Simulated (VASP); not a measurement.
Here is a VASP 6.6.1 calculation.

INCAR

```
  PREC = Accurate
  ENCUT = 520
  EDIFF = 1E-6
  ISMEAR = 0
  SIGMA = 0.05
  LREAL = F
  LASPH = T
  NELM = 60
  ALGO = Normal
  ISIF = 2
  LWAVE = F
  LCHARG = T
  GGA = PE
  LELF = T
  LVHAR = T
  NBANDS = 32
```

Contents of KPOINTS:

```
Automatic mesh
0
Gamma
  6 6 6
```

The input POSCAR:

```
Bi2Te3
1.0
    2.2167829811      1.2798602508      9.8724877558
   -2.2167829811      1.2798602508      9.8724877558
    0.0000000000     -2.5597205017      9.8724877557
Bi Te
2 3
Direct
    0.8100778016      0.8100778016      0.8100778016
    0.3999227366      0.3999227366      0.3999227366
    0.6049964202      0.6049964202      0.6049964202
    0.2032426597      0.2032426597      0.2032426597
    0.0067603818      0.0067603818      0.0067603818
```

Potentials or basis: VASP PAW PBE potentials, release 64 (Bi_d, Te).

The run is started by

```sh
$ cat potpaw_PBE.64/Bi_d/POTCAR potpaw_PBE.64/Te/POTCAR > POTCAR
$ mpirun -np 1 vasp_std > vasp.out
```

(1) Estimate the largest force.

(2) Estimate the band gap on the k mesh.

Answers

(1) 0.013 eV/Å.

(2) zero (band 24 reaches 6.39 eV, above the bottom of band 25 at 6.36 eV).

Caveat: spin-orbit coupling is left out, which moves the levels of the heavy elements.
